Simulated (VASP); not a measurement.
Input of a VASP 6.6.1 run:

The input POSCAR:

```
Zn2C
1.0
    0.0000000000      2.5779490375      2.5779490375
    2.5779490375      0.0000000000      2.5779490375
    2.5779490375      2.5779490375      0.0000000000
C Zn
1 2
Direct
    0.0000000000      0.0000000000      0.0000000000
    0.2500000000      0.2500000000      0.2500000000
    0.7500000000      0.7500000000      0.7500000000
```

The input INCAR.step1:

```
SYSTEM = Zn2C
PREC = Accurate
ENCUT = 520
ISMEAR = -1
SIGMA = 0.02
LREAL = .False.
LASPH = .True.
NELM = 80
NBANDS = 21
GGA = PE
ALGO = Normal
EDIFF = 1E-4
LWAVE = .True.
LCHARG = .False.
```

The input INCAR.step2:

```
SYSTEM = Zn2C
PREC = Accurate
ENCUT = 520
EDIFF = 1E-6
ISMEAR = -1
SIGMA = 0.02
LREAL = .False.
LASPH = .True.
NELM = 80
ALGO = Normal
ISIF = 2
LWAVE = .False.
LCHARG = .False.
METAGGA = R2SCAN
LMIXTAU = .True.
NBANDS = 21
ISTART = 1
```

File KPOINTS:

```
Automatic mesh
0
Gamma
  8 8 8
  0 0 0
```

Potentials or basis: VASP PAW PBE potentials, release 64 (C, Zn).

Launch:

```console
$ cat potpaw_PBE.64/C/POTCAR potpaw_PBE.64/Zn/POTCAR > POTCAR
$ cp INCAR.step1 INCAR
$ mpirun -np 1 vasp_std > vasp.out
$ cp INCAR.step2 INCAR
$ mpirun -np 1 vasp_std > vasp.out
```

Question: Estimate the band gap on the k mesh.

Answer: 0.13 eV, direct.

Question: Predict the pressure.

Answer: 0.7 GPa.

Caveat: the PAW data sets were made with another functional, which shifts forces and pressure a little.
